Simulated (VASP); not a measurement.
Here is a VASP 6.6.1 calculation.

Contents of INCAR:

```
SYSTEM = V
  PREC = Accurate
  ENCUT = 520
  EDIFF = 1E-7
  ISMEAR = -1
  SIGMA = 0.05
  LREAL = .FALSE.
  LASPH = .TRUE.
  NELM = 150
  ALGO = Normal
  ISIF = 2
  LWAVE = .FALSE.
  LCHARG = .FALSE.
  ISPIN = 2
  MAGMOM = 2
  LORBIT = 11
  LMAXMIX = 4
  GGA = PS
  NBANDS = 16
```

KPOINTS

```
regular mesh
0
G
  11 11 1
  0 0 0
```

The input POSCAR:

```
V
1.0
    2.2955200000      0.0000000000      0.0000000000
    0.0000000000      2.2955200000      0.0000000000
    0.0000000000      0.0000000000     23.8000000000
V
1
Direct
    0.5000000000      0.5000000000      0.2941200000
```

Potentials or basis: VASP PAW PBE potentials, release 64 (V_sv).

Run with:

```bash
$ cat potpaw_PBE.64/V_sv/POTCAR > POTCAR
$ mpirun -np 1 vasp_std > vasp.out
```

Problem. Estimate the net moment.

Solution. 0.00 μB per cell.

Caveat: the moments typed at the start vanished in this run.
